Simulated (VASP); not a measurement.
# TePd (zincblende type) (F-43m) in VASP: a series of runs, part 2 of 2

VASP 6.6.1.

## 3. Single point, LDA (volume scaled by 0.8)

Input file INCAR:

```
SYSTEM = TePd
ALGO = Normal
EDIFF = 1E-6
ENCUT = 520
ISIF = 2
ISMEAR = -1
LASPH = .True.
LCHARG = .False.
LREAL = .False.
LWAVE = .False.
NBANDS = 15
NELM = 100
PREC = Accurate
SIGMA = 0.1
```

Input file KPOINTS:

```
k-points
0
Gamma
  12 12 12
  0 0 0
```

Input file POSCAR:

```
TePd
1.0
    0.0000000000      2.7363044718      2.7363044718
    2.7363044718      0.0000000000      2.7363044718
    2.7363044718      2.7363044718      0.0000000000
Pd Te
1 1
Direct
    0.0000000000      0.0000000000      0.0000000000
    0.2500000000      0.2500000000      0.2500000000
```

Potentials or basis: VASP PAW LDA potentials, release 64 (Pd, Te).

Started as:

```sh
cat potpaw_LDA.64/Pd/POTCAR potpaw_LDA.64/Te/POTCAR > POTCAR
mpirun -np 1 vasp_std > vasp.out
```

Run time: 96 s. Hardware: 1 thread of AMD EPYC 7R13, shared host; peak memory 0.15 GiB.

Results (log left out):

| Item | Value |
| --- | --- |
| Free energy | -9.6577 eV |
| Pressure | 34.5 GPa |
| Band gap on the k mesh | zero (band 8 reaches 12.92 eV, above the bottom of band 9 at 7.68 eV) |

Levels at points of the mesh, in eV from the Fermi level:
| k point | band 5 | band 6 | band 7 | band 8 | band 9 | band 10 | band 11 | band 12 |
| --- | --- | --- | --- | --- | --- | --- | --- | --- |
| (0.00, 0.00, 0.00) | -4.01 | -4.01 | 3.43 | 3.43 | 3.43 | 3.86 | 6.41 | 6.41 |
| (0.50, 0.00, 0.00) | -3.91 | -3.91 | -3.46 | 1.10 | 1.10 | 4.37 | 7.40 | 7.40 |
| (0.50, 0.50, 0.00) | -3.96 | -3.78 | -2.79 | -1.81 | -1.81 | 4.37 | 4.84 | 12.18 |

Caveat: the cell differs from its parent crystal (volume scaled by 0.8); spin-orbit coupling is left out, which moves the levels of the heavy elements.

## 4. Single point, LDA (volume scaled by 0.9)

Input file INCAR:

```
SYSTEM = TePd
PREC = Accurate
ENCUT = 520
EDIFF = 1E-7
ISMEAR = -1
SIGMA = 0.1
LREAL = .FALSE.
LASPH = .TRUE.
NELM = 80
ALGO = Normal
ISIF = 2
LWAVE = .FALSE.
LCHARG = .FALSE.
GGA = CA
NBANDS = 15
```

Input file KPOINTS:

```
regular mesh
0
G
  12 12 12
  0 0 0
```

Input file POSCAR:

```
TePd
1.0
    0.0000000000      2.8458713334      2.8458713334
    2.8458713334      0.0000000000      2.8458713334
    2.8458713334      2.8458713334      0.0000000000
Pd Te
1 1
Direct
    0.0000000000      0.0000000000      0.0000000000
    0.2500000000      0.2500000000      0.2500000000
```

Started as:

```sh
cat potpaw_LDA.64/Pd/POTCAR potpaw_LDA.64/Te/POTCAR > POTCAR
mpirun -np 1 vasp_std > vasp.out
```

Run time: 1.8 min. Hardware: 1 thread of AMD EPYC 7R13, shared host; peak memory 0.16 GiB.

It converged, with:

* Free energy: -10.3679 eV
* Pressure: 12.2 GPa
* Band gap on the k mesh: zero (band 8 reaches 10.57 eV, above the bottom of band 9 at 6.19 eV)

Levels at points of the mesh, in eV from the Fermi level:
| k point | band 6 | band 7 | band 8 | band 9 | band 10 | band 11 |
| --- | --- | --- | --- | --- | --- | --- |
| (0.00, 0.00, 0.00) | -3.40 | 2.87 | 2.87 | 2.87 | 3.39 | 6.25 |
| (0.50, 0.00, 0.00) | -3.32 | -2.98 | 0.95 | 0.95 | 4.13 | 7.13 |
| (0.50, 0.50, 0.00) | -3.19 | -2.46 | -1.50 | -1.50 | 4.14 | 4.75 |

Caveat: the cell differs from its parent crystal (volume scaled by 0.9); spin-orbit coupling is left out, which moves the levels of the heavy elements.

## 5. Single point, LDA (volume scaled by 0.9)

Input file INCAR:

```
PREC = Accurate
ENCUT = 520
EDIFF = 1E-6
ISMEAR = -1
SIGMA = 0.1
LREAL = F
LASPH = T
NELM = 100
ALGO = Normal
ISIF = 2
LWAVE = F
LCHARG = F
GGA = CA
NBANDS = 15
```

Input file KPOINTS:

```
regular mesh
0
Gamma
  12 12 12
```

POSCAR is that of step 4.

Started as:

```sh
cat potpaw_LDA.64/Pd/POTCAR potpaw_LDA.64/Te/POTCAR > POTCAR
mpirun -np 1 vasp_std > vasp.out
```

Run time: 98 s. Hardware: 1 thread of AMD EPYC 7R13, shared host; peak memory 0.16 GiB.

Results (log left out):

- Free energy: -10.3679 eV
- Pressure: 12.2 GPa
- Band gap on the k mesh: zero (band 8 reaches 10.57 eV, above the bottom of band 9 at 6.19 eV)

Levels at points of the mesh, in eV from the Fermi level:
| k point | band 4 | band 5 | band 6 | band 7 | band 8 | band 9 | band 10 | band 11 | band 12 | band 13 |
| --- | --- | --- | --- | --- | --- | --- | --- | --- | --- | --- |
| (0.00, 0.00, 0.00) | -5.34 | -3.40 | -3.40 | 2.87 | 2.87 | 2.87 | 3.39 | 6.25 | 6.25 | 6.25 |
| (0.50, 0.00, 0.00) | -5.04 | -3.32 | -3.32 | -2.98 | 0.95 | 0.95 | 4.13 | 7.13 | 7.13 | 8.50 |
| (0.50, 0.50, 0.00) | -4.28 | -3.33 | -3.19 | -2.46 | -1.50 | -1.50 | 4.14 | 4.75 | 11.90 | 12.64 |

Caveat: the cell differs from its parent crystal (volume scaled by 0.9); spin-orbit coupling is left out, which moves the levels of the heavy elements.

## 6. Single point, LDA

This run uses another cell than the first one, of 25.61 Å³/atom, 1.250 times its volume.

Input file INCAR:

```
SYSTEM = TePd
ALGO = Normal ; EDIFF = 1E-6
ENCUT = 520 ; ISIF = 2
ISMEAR = -1 ; LASPH = .True.
LCHARG = .False. ; LREAL = .False.
LWAVE = .False. ; NBANDS = 15
NELM = 80 ; PREC = Accurate
SIGMA = 0.1
```

Input file KPOINTS:

```
k-points
0
Gamma
  12 12 12
  0 0 0
```

Input file POSCAR:

```
TePd
1.0
    0.0000000000      2.9475946383      2.9475946383
    2.9475946383      0.0000000000      2.9475946383
    2.9475946383      2.9475946383      0.0000000000
Pd Te
1 1
Direct
    0.0000000000      0.0000000000      0.0000000000
    0.2500000000      0.2500000000      0.2500000000
```

Potentials or basis: VASP PAW LDA potentials, release 64 (Pd, Te).

Started as:

```sh
cat potpaw_LDA.64/Pd/POTCAR potpaw_LDA.64/Te/POTCAR > POTCAR
mpirun -np 1 vasp_std > vasp.out
```

Run time: 1.7 min. Hardware: 1 thread of AMD EPYC 7R13, shared host; peak memory 0.16 GiB.

The run converged. Its results:

- Free energy: -10.5441 eV
- Pressure: 0.0 GPa
- Band gap on the k mesh: zero (band 8 reaches 8.69 eV, above the bottom of band 9 at 5.00 eV)

Levels at points of the mesh, in eV from the Fermi level:
| k point | band 4 | band 5 | band 6 | band 7 | band 8 | band 9 | band 10 | band 11 | band 12 | band 13 |
| --- | --- | --- | --- | --- | --- | --- | --- | --- | --- | --- |
| (0.00, 0.00, 0.00) | -4.71 | -2.92 | -2.92 | 2.43 | 2.43 | 2.43 | 2.97 | 6.13 | 6.13 | 6.13 |
| (0.50, 0.00, 0.00) | -4.43 | -2.86 | -2.86 | -2.60 | 0.83 | 0.83 | 3.89 | 6.92 | 6.92 | 8.29 |
| (0.50, 0.50, 0.00) | -3.80 | -2.84 | -2.74 | -2.18 | -1.26 | -1.26 | 4.00 | 4.65 | 11.57 | 11.63 |

Caveat: spin-orbit coupling is left out, which moves the levels of the heavy elements.

## 7. Summary

```tsv
cell	gap on the mesh (eV)	pressure (GPa)
a = 3.870 Å, angles 60.0°, 2 atoms	none	34.5
a = 4.025 Å, angles 60.0°, 2 atoms	none	12.2
a = 4.169 Å, angles 60.0°, 2 atoms	none	0.0
```

Alike in all rows: task single point; level LDA; potentials or basis VASP PAW LDA potentials, release 64 (Pd, Te); no spin polarisation; k mesh 12 × 12 × 12; cutoff (eV) 520; smearing fermi-dirac 0.1 eV.

Caveats: spin-orbit coupling is left out, which moves the levels of the heavy elements.

Total energies depend on the potentials used, so only differences within one code and one set of settings carry meaning.
